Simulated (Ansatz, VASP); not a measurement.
**WC: VASP beside Ansatz**

```
W C
1.0
     2.78248    0.00000    0.00000
    -1.39124    2.40970    0.00000
     0.00000    0.00000    2.94072
W C
1 1
Direct
  0.00000 0.00000 0.00000
  0.66667 0.33333 0.50000
```

Change from the starting cell: strain -0.040 along x and y, +0.040 along z, atoms carried along.

Alike in both runs: task single point; functional PBEsol; k mesh 24 × 24 × 22; occupations gaussian, width 0.15 eV; no spin polarisation.

|  | VASP | Ansatz |
| --- | --- | --- |
| version | VASP 6.6.1 | Ansatz 0.2.0 |
| potentials or method | VASP PAW PBE potentials, release 64 (W_sv, C), cutoff 520 eV | scalar-relativistic, plane waves, PAW |
| valence electrons in the cell | 18 | 18 |

```tsv
	VASP	Ansatz	Ansatz less VASP
gap on the k mesh at the Fermi level (eV)	none	none	-
pressure (GPa)	18.9	17.3	-1.56
traceless stress, the component that is largest in VASP (GPa)	-39.51	-39.60	-0.084
```

VASP's potentials were made for PBE, not for PBEsol. A gap of «none» marks a metal or a gap that the smearing closes.

Spin-orbit coupling is off throughout.
